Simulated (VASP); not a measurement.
A run of VASP 6.6.1 is set up as follows.

The input INCAR:

```
SYSTEM = FeBr4
  PREC = Accurate
  ENCUT = 520
  EDIFF = 1E-6
  ISMEAR = 0
  SIGMA = 0.1
  LREAL = .FALSE.
  LASPH = .TRUE.
  NELM = 150
  ALGO = Normal
  ISIF = 2
  LWAVE = .FALSE.
  LCHARG = .FALSE.
  ISPIN = 2
  MAGMOM = 3.36 0 0 0 0
  LORBIT = 11
  LMAXMIX = 4
  GGA = PE
  NBANDS = 30
```

Contents of KPOINTS:

```
Automatic mesh
0
G
  6 6 6
  0 0 0
```

Contents of POSCAR:

```
FeBr4
1.0
    0.0000000000      5.2811103100      5.2811103100
    5.2811103100      0.0000000000      5.2811103100
    5.2811103100      5.2811103100      0.0000000000
Fe Br
1 4
Direct
    0.2500000000      0.2500000000      0.2500000000
    0.1252911175      0.6241266476      0.1252911175
    0.1252911175      0.1252911175      0.1252911175
    0.6241266476      0.1252911175      0.1252911175
    0.1252911175      0.1252911175      0.6241266476
```

Potentials or basis: VASP PAW PBE potentials, release 64 (Fe, Br).

Command:

```console
$ cat potpaw_PBE.64/Fe/POTCAR potpaw_PBE.64/Br/POTCAR > POTCAR
$ mpirun -np 1 vasp_std > vasp.out
```

Q: Predict the net moment.

A: 4.00 μB per cell.

Q: Predict the site moments.

A: Fe +3.11; Br +0.13 μB.

Forces in eV/Å, atoms in the order of the input:
```
Fe   0.000  0.000  0.000
Br   0.002 -0.002  0.002
Br  -0.002 -0.002 -0.002
Br  -0.002  0.002  0.002
Br   0.002  0.002 -0.002
```
